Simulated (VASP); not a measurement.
Ti2Co:

```
CELL_PARAMETERS angstrom
0.00000 3.36500 3.36500
3.36500 0.00000 3.36500
3.36500 3.36500 0.00000
ATOMIC_POSITIONS crystal
Ti 0.12500 0.12500 0.12500
Ti 0.62500 0.12500 0.12500
Ti 0.12500 0.12500 0.62500
Ti 0.12500 0.62500 0.12500
Co 0.50000 0.50000 0.50000
Co 0.75000 0.75000 0.75000
```

Base run:

| Quantity | Value |
| --- | --- |
| Program | VASP 6.6.1 |
| Functional | r2SCAN |
| Potentials or basis | VASP PAW PBE potentials, release 64 (Ti_sv, Co) |
| Cutoff | 520 eV |
| k mesh | 6 × 6 × 6 |
| Occupations | gaussian, width 0.1 eV |
| Spin | collinear spin, ferromagnetic start |
| Starting moments | [0.19, 0.19, 0.19, 0.19, 1.58, 1.58] μB |

Its results: pressure 21.7 GPa; net moment 1.02 μB per cell; site moments Ti +0.33; Co -0.25 μB.

Q: After a change of settings the same cell gave: pressure -15.0 GPa; net moment 4.11 μB per cell; site moments Ti +0.61; Co +0.91 μB. Which change was it?
A. k mesh from 6 × 6 × 6 to 5 × 5 × 5; further incar settings from ALGO = Normal; EDIFF = 1e-06; NBANDS = 46 to ALGO = Normal; EDIFF = 1e-07; NBANDS = 46
B. k mesh from 6 × 6 × 6 to 4 × 4 × 4
C. k mesh from 6 × 6 × 6 to 1 × 1 × 1

A: C.

Caveats: some runs use coarse meshes; the PAW data sets were made with another functional, which shifts forces and pressure a little; the cell stands under pressure (at least some runs).
